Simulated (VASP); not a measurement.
Zn, 1 atom in the cell. Symmetry: Fm-3m, No. 225, cubic system. Conventional cell: a = 3.930 Å, b = 3.930 Å, c = 3.930 Å, α = 90.00°, β = 90.00°, γ = 90.00°. Within 3.7 Å of Zn (site symmetry m-3m) lie 12 Zn at 2.78 Å. 

```yaml
Program: VASP 6.6.1
Task: single point
Functional: r2SCAN50
Potentials_or_basis: VASP PAW PBE potentials, release 64 (Zn)
Cutoff: 440 eV
k_mesh: 6 × 6 × 6
Occupations: fermi-dirac, width 0.05 eV
Spin: no spin polarisation
Dipole_correction: no
Grid_for_exact_exchange_PRECFOCK: Normal
Further_INCAR_settings: ALGO = Normal; EDIFF = 1e-06; NBANDS = 12
```

Potentials or basis: VASP PAW PBE potentials, release 64 (Zn).

Run with:

```sh
$ cat potpaw_PBE.64/Zn/POTCAR > POTCAR
$ cp INCAR.step1 INCAR
$ mpirun -np 1 vasp_std > vasp.out
$ cp INCAR.step2 INCAR
$ mpirun -np 1 vasp_std > vasp.out
```

Hardware: 1 thread of Intel(R) Xeon(R) 6975P-C (Granite Rapids) (shared host).

How long does it take, and how much memory?

Wall time 3.2 min on 1 thread of Intel(R) Xeon(R) 6975P-C (Granite Rapids), on a shared host, peak memory 0.13 GiB. Counts: k points 16.
